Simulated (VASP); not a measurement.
# PbI2 (CdI2 type) (P-3m1) in VASP: notebook

Runs on PbI2 (CdI2 type). Level: PBE. Tasks: relaxation of cell and atoms, single point.

All numbers are computed with VASP 6.6.1; they aren't measurements. Logs are shortened: lines on timing, memory, paths and dates and some standing lists are left out, and cuts for length are marked.

### Step 1. The cell of the first run

It takes space group P-3m1 (No. 164, trigonal). The conventional cell has a = 4.165 Å, b = 4.165 Å, c = 6.664 Å, α = 90.00°, β = 90.00°, γ = 120.00°. Within 3.9 Å of Pb (site symmetry -3m) lie 6 I at 2.93 Å. Within 3.9 Å of I (site symmetry 3m) lie 3 Pb at 2.93 Å.

### Step 2. Relaxation of cell and atoms, PBE

Contents of INCAR:

```
ALGO = Normal ; EDIFF = 1E-7
EDIFFG = -0.005 ; ENCUT = 500
GGA = PE ; GGA_COMPAT = F
IBRION = 2 ; ISIF = 3
ISMEAR = -1 ; LASPH = T
LCHARG = F ; LREAL = F
LWAVE = F ; NELM = 120
NELMIN = 4 ; NSW = 100
PREC = Accurate ; SIGMA = 0.03
```

Contents of KPOINTS:

```
k-points
0
Gamma
  11 11 6
```

Contents of POSCAR:

```
PbI2
1.0
    4.1649823397      0.0000000000      0.0000000000
   -2.0824911699      3.6069805125      0.0000000000
    0.0000000000      0.0000000000      6.6639717436
Pb I
1 2
Direct
    0.0000000000      0.0000000000      0.0000000000
    0.3333333333      0.6666666667      0.2500000000
    0.6666666667      0.3333333333      0.7500000000
```

Potentials or basis: VASP PAW PBE potentials, release 64 (Pb_d, I).

The run is started by

```bash
$ cat potpaw_PBE.64/Pb_d/POTCAR potpaw_PBE.64/I/POTCAR > POTCAR
$ mpirun -np 1 vasp_std > vasp.out
```

OUTCAR:

```text
EDIFF = 1E-7
   EDIFFG = -0.005
   ENCUT = 500
   GGA = PE
   IBRION = 2
   ISIF = 3
   ISMEAR = -1
   LASPH = T
   LREAL = F
   NELM = 120
   NELMIN = 4
   NSW = 100
   PREC = Accurate

 ion  position               nearest neighbor table
   1  0.000  0.000  0.000-   2 2.93   3 2.93   3 2.93   2 2.93   3 2.93   2 2.93
   2  0.333  0.667  0.250-   1 2.93   1 2.93   1 2.93
   3  0.667  0.333  0.750-   1 2.93   1 2.93   1 2.93

  LATTYP: Found a hexagonal cell.
 ALAT       =     4.1649823397
 C/A-ratio  =     1.6000000000

  Lattice vectors:

 A1 = (   4.1649823397,   0.0000000000,   0.0000000000)
 A2 = (  -2.0824911699,   3.6069805125,   0.0000000000)
 A3 = (   0.0000000000,   0.0000000000,   6.6639717436)

Analysis of symmetry for initial positions (statically):
=====================================================================
 Subroutine PRICEL returns:
 Original cell was already a primitive cell.

 Routine SETGRP: Setting up the symmetry group for a
 hexagonal supercell.

 Subroutine GETGRP returns: Found 12 space group operations
 (whereof 12 operations were pure point group operations)
 out of a pool of 24 trial point group operations.

The static configuration has the point symmetry D_3d.

Analysis of symmetry for dynamics (positions and initial velocities):
=====================================================================
 Subroutine PRICEL returns:
 Original cell was already a primitive cell.

 Routine SETGRP: Setting up the symmetry group for a
 hexagonal supercell.

 Subroutine GETGRP returns: Found 12 space group operations
 (whereof 12 operations were pure point group operations)
 out of a pool of 24 trial point group operations.

The dynamic configuration has the point symmetry D_3d.

 Subroutine INISYM returns: Found 12 space group operations
 (whereof 12 operations are pure point group operations),
 and found     1 'primitive' translations

----------------------------------------------------------------------------------------

                                     Primitive cell

  volume of cell :     100.1129

  direct lattice vectors                    reciprocal lattice vectors
     4.164982340  0.000000000  0.000000000     0.240097056  0.138620100  0.000000000
    -2.082491170  3.606980512  0.000000000     0.000000000  0.277240200  0.000000000
     0.000000000  0.000000000  6.663971744     0.000000000  0.000000000  0.150060660

  length of vectors
     4.164982340  4.164982340  6.663971744     0.277240200  0.277240200  0.150060660

  position of ions in fractional coordinates (direct lattice)
     0.000000000  0.000000000  0.000000000
     0.333333333  0.666666667  0.250000000
     0.666666667  0.333333333  0.750000000

  ion indices of the primitive-cell ions
   primitive index   ion index
                 1           1
                 2           2
                 3           3

----------------------------------------------------------------------------------------

 KPOINTS: k-points

Automatic generation of k-mesh.
 Grid dimensions read from file:
 generate k-points for:   11   11    6

 Generating k-lattice:

  Cartesian coordinates                     Fractional coordinates (reciprocal lattice)
     0.021827005  0.012601827  0.000000000     0.090909091  0.000000000  0.000000000
     0.000000000  0.025203655  0.000000000     0.000000000  0.090909091  0.000000000
     0.000000000  0.000000000  0.025010110     0.000000000  0.000000000  0.166666667

  Length of vectors
     0.025203655  0.025203655  0.025010110

  Shift w.r.t. Gamma in fractional coordinates (k-lattice)
     0.000000000  0.000000000  0.000000000

 Subroutine IBZKPT returns following result:
 ===========================================

 Found     84 irreducible k-points:

 Following reciprocal coordinates:
            Coordinates               Weight
  0.000000  0.000000  0.000000      1.000000
  0.090909  0.000000  0.000000      6.000000
  0.181818  0.000000  0.000000      6.000000
  0.272727  0.000000  0.000000      6.000000
  0.363636  0.000000  0.000000      6.000000
  0.454545 -0.000000  0.000000      6.000000
[... 16 lines left out ...]
  0.000000  0.272727  0.166667      6.000000
  0.363636  0.000000  0.166667      6.000000
 [... further k-points ...]
   k-points           NKPTS =     84   k-points in BZ     NKDIM =     84   number of bands    NBANDS=     18
   number of dos      NEDOS =    301   number of ions     NIONS =      3
   total plane-waves  NPLWV =  45000
   dimension x,y,z NGX =    30 NGY =   30 NGZ =   50
   dimension x,y,z NGXF=    60 NGYF=   60 NGZF=  100
   ions per type =               1   2
   NGX,Y,Z   is equivalent  to a cutoff of  11.97, 11.97, 12.47 a.u.
   NGXF,Y,Z  is equivalent  to a cutoff of  23.95, 23.95, 24.95 a.u.
 SYSTEM =  unknown system
   PREC   = accura    normal or accurate (medium, high low for compatibility)
   ISTART =      0    job   : 0-new  1-cont  2-samecut
   ICHARG =      2    charge: 1-file 2-atom 10-const
   ISPIN  =      1    spin polarized calculation?
   LNONCOLLINEAR =      F non collinear calculations
   LSORBIT =      F    spin-orbit coupling
   LASPH  =      T    aspherical Exc in radial PAW
   ENCUT  =  500.0 eV  36.75 Ry    6.06 a.u.   7.59  7.59 12.15*2*pi/ulx,y,z
   NELM   =    120;   NELMIN=  4; NELMDL= -5     # of ELM steps
   EDIFF  = 0.1E-06   stopping-criterion for ELM
   LREAL  =      F    real-space projection
   EDIFFG = -.5E-02   stopping-criterion for IOM
   NSW    =    100    number of steps for IOM
   IBRION =      2    ionic relax: 0-MD 1-quasi-New 2-CG
   NFREE  =      1    steps in history (QN), initial steepest desc. (CG)
   ISIF   =      3    stress and relaxation
   ISYM   =      2    0-nonsym 1-usesym 2-fastsym
   POTIM  = 0.5000    time-step for ionic-motion
   TEBEG  =    0.0;   TEEND  =   0.0 temperature during run
   PSTRESS=    0.0 pullay stress
   NELECT =      28.0000    total number of electrons
   NUPDOWN=      -1.0000    fix difference up-down
   EMIN   =  10.00;   EMAX   =-10.00  energy-range for DOS
   EFERMI =   0.00;   METHOD = LEGACY
   ISMEAR =    -1;   SIGMA  =   0.03  broadening in eV -4-tet -1-fermi 0-gaus
   EFERMI_NEDOS =   21; number of points for ismear=-14 and -15
   IALGO  =     38    algorithm
   IMIX   =      4    mixing-type and parameters
     AMIX     =   0.40;   BMIX     =  1.00
     AMIX_MAG =   1.60;   BMIX_MAG =  1.00
  volume/ion in A,a.u.               =      33.37       225.20
  Fermi-wavevector in a.u.,A,eV,Ry     =   1.070609  2.023157 15.595041  1.146203
  Thomas-Fermi vector in A             =   2.206324
   LORBIT       =      0    0 simple, 1 ext, 2 COOP (PROOUT), +10 PAW based schemes
   GGA     = PE    functional components
   LHFCALC =     F    Hartree Fock is set to
   AEXX    =    0.0000 exact exchange contribution
   IVDW    =     0    specifies the selected vdW correction
   LEPSILON=     F    determine dielectric tensor
   LRPA    =     F    only Hartree local field effects (RPA)
 conjugate gradient relaxation of ions
 non-spin polarized calculation
  energy-cutoff  :      500.00
  volume of cell :      100.11
 maximum number of plane-waves:      2562
   NGX = 15   NGY = 15   NGZ = 25

--------------------------------------- Ionic step        1  -------------------------------------------

 number of electron      28.0000010 magnetization

 Free energy of the ion-electron system (eV)
  ---------------------------------------------------
  ext. energy  EPLUGINS =         0.00000000
  ---------------------------------------------------
  free energy    TOTEN  =        -7.09000410 eV

  energy without entropy =       -7.09000410  energy(sigma->0) =       -7.09000410

 E-fermi :   6.1397     XC(G=0):  -9.0880

 val. band max:        5.4997422710   @ k =   0.0909   0.0000   0.5000
 cond. band min:       7.4303575591   @ k =   0.0000   0.0000   0.5000
 fundamental gap:      1.9306152881
 Fermi energy:         6.1396688060

 k-point     1 :       0.0000    0.0000    0.0000
  band No.  band energies     occupation
      1     -11.0241      2.00000
      2     -11.0241      2.00000
      3     -10.9529      2.00000
      4     -10.9237      2.00000
      5     -10.9237      2.00000
      6      -8.6742      2.00000
[... 10 lines left out ...]
     17       8.7088      0.00000
     18      11.9073      0.00000
[... 466 lines left out ...]
      2     -11.0048      2.00000
      3     -10.9498      2.00000
      4     -10.9077      2.00000
      5     -10.8956      2.00000
      6      -7.7097      2.00000
[... 10 lines left out ...]
     17       9.5580      0.00000
     18      10.1983      0.00000

 [... further k-points ...]
[... 5 lines left out ...]
  --------------------------------------------------------------------------------------
  -------------------------------------------------------------------------------------
  Total       10.4399590     10.4399590      9.7588524     -0.0000000      0.0000000     -0.0000000
  in kB      167.0780003    167.0780003    156.1777725     -0.0000000      0.0000000     -0.0000000
  external PRESSURE =     163.4445910 kB  Pullay stress =       0.0000000 kB
[... 92 lines left out ...]
  FREE ENERGIE OF THE ION-ELECTRON SYSTEM (eV)
  ---------------------------------------------------
  free  energy   TOTEN  =        -8.5983239619 eV

  energy  without entropy=       -8.5983239619  energy(sigma->0) =       -8.59832396

[... ionic steps 4 to 19 ...]

--------------------------------------- Ionic step       20  -------------------------------------------

 number of electron      28.0000004 magnetization

------------------------ aborting loop because EDIFF is reached ----------------------------------------

  FORCE on cell =-STRESS in cart. coord.  units (eV):
  Direction    XX          YY          ZZ          XY          YZ          ZX
  --------------------------------------------------------------------------------------
  -------------------------------------------------------------------------------------
  Total       -0.0074077     -0.0074077     -0.0192639      0.0000000      0.0000000     -0.0000000
  in kB       -0.0816111     -0.0816111     -0.2122314      0.0000000      0.0000000     -0.0000000
  external PRESSURE =      -0.1251512 kB  Pullay stress =       0.0000000 kB
[... 59 lines left out ...]
  energy  without entropy=       -8.6170990347  energy(sigma->0) =       -8.61709903

--------------------------------------- Ionic step       22  -------------------------------------------

 number of electron      28.0000004 magnetization

 Free energy of the ion-electron system (eV)
  ---------------------------------------------------
  ext. energy  EPLUGINS =         0.00000000
  ---------------------------------------------------
  free energy    TOTEN  =        -8.61710352 eV

  energy without entropy =       -8.61710352  energy(sigma->0) =       -8.61710352

 E-fermi :   1.8730     XC(G=0):  -7.4201

 val. band max:        1.1710642175   @ k =   0.1818   0.0000   0.3333
 cond. band min:       3.5912231805   @ k =   0.0000   0.0000   0.5000
 fundamental gap:      2.4201589630
 Fermi energy:         1.8730440534

 k-point     1 :       0.0000    0.0000    0.0000
  band No.  band energies     occupation
      1     -14.7495      2.00000
      2     -14.7495      2.00000
      3     -14.7440      2.00000
      4     -14.7355      2.00000
      5     -14.7355      2.00000
      6     -10.4765      2.00000
[... 10 lines left out ...]
     17       4.6231      0.00000
     18       7.2821      0.00000
[... 466 lines left out ...]
      2     -14.7462      2.00000
      3     -14.7414      2.00000
      4     -14.7329      2.00000
      5     -14.7271      2.00000
      6     -10.0721      2.00000
[... 10 lines left out ...]
     17       5.3420      0.00000
     18       7.0210      0.00000

 [... further k-points ...]
[... 5 lines left out ...]
  --------------------------------------------------------------------------------------
  -------------------------------------------------------------------------------------
  Total        0.0105657      0.0105657      0.0057559     -0.0000000     -0.0000000      0.0000000
  in kB        0.1164593      0.1164593      0.0634444     -0.0000000     -0.0000000      0.0000000
  external PRESSURE =       0.0987876 kB  Pullay stress =       0.0000000 kB
[... 18 lines left out ...]
  FREE ENERGIE OF THE ION-ELECTRON SYSTEM (eV)
  ---------------------------------------------------
  free  energy   TOTEN  =        -8.6171035236 eV

  energy  without entropy=       -8.6171035236  energy(sigma->0) =       -8.61710352

 reached required accuracy - stopping structural energy minimisation
```

Wall time 16 min (1 thread of Intel Xeon 6975P-C (Granite Rapids), shared host); peak memory 0.31 GiB.

What came out:

```yaml
Free_energy: -8.6171 eV
Relaxed_volume: 48.45 Å³/atom
Relaxed_cell: a = 4.671 Å, b = 4.671 Å, c = 7.693 Å, α = 90.00°, β = 90.00°, γ = 120.00°
Space_group_after_relaxing_to_0.1_Å: P-3m1 (No. 164)
Energy_gained_by_relaxing: 509.0 meV/atom
Ionic_steps: 22
Pressure_after_relaxing: 0.0 GPa
Band_gap_on_the_k_mesh: 2.42 eV (least direct gap 2.51 eV)
```

Forces in eV/Å, atoms in the order of the input:
```
Pb   0.000  0.000  0.000
I    0.000  0.000  0.003
I    0.000  0.000 -0.003
```

Step by step:
```
step  energy change (eV)  largest force (eV/Å)  pressure (GPa)  volume (Å³)
   1              0.0000                2.5561           16.34       100.11
   2             -1.2289                0.7856           -2.82       157.98
   3             -1.5083                0.1191            0.17       134.12
   4             -1.5084                0.1493            0.02       134.87
   5             -1.5108                0.1367            0.01       135.29
   6             -1.5160                0.1006           -0.01       136.55
   7             -1.5175                0.0350           -0.07       139.06
   8             -1.5183                0.0577           -0.05       138.17
   9             -1.5197                0.0178            0.12       137.83
  10             -1.5199                0.0059            0.21       137.62
  11             -1.5207                0.0040            0.20       137.95
  12             -1.5226                0.0019            0.15       138.95
  13             -1.5252                0.0140            0.06       140.94
  14             -1.5264                0.0402           -0.07       144.88
  15             -1.5265                0.0317           -0.04       143.74
  16             -1.5268                0.0134            0.03       143.88
  17             -1.5268                0.0042            0.06       143.95
  18             -1.5270                0.0039            0.02       144.73
  19             -1.5271                0.0038            0.00       145.24
  20             -1.5271                0.0039           -0.01       145.43
  21             -1.5271                0.0037           -0.01       145.40
  22             -1.5271                0.0027            0.01       145.36
```

Final structure:
```cif
data_structure
_symmetry_space_group_name_H-M 'P 1'
_symmetry_Int_Tables_number 1
_cell_length_a 4.6709
_cell_length_b 4.6709
_cell_length_c 7.6931
_cell_angle_alpha 90.000
_cell_angle_beta 90.000
_cell_angle_gamma 120.000
_cell_volume 145.36
loop_
_atom_site_label
_atom_site_type_symbol
_atom_site_fract_x
_atom_site_fract_y
_atom_site_fract_z
_atom_site_occupancy
Pb1 Pb 0.00000 0.00000 0.00000 1
I1 I 0.33333 0.66667 0.24160 1
I2 I 0.66667 0.33333 0.75840 1
```

Caveat: the volume moved by over 15 % at a fixed basis, so the end points are rough; spin-orbit coupling is left out, which moves the levels of the heavy elements; this functional lacks dispersion, which binds layers or chains, so the pressure and a relaxed spacing across them are unreliable.

[end of part 1 of 2]
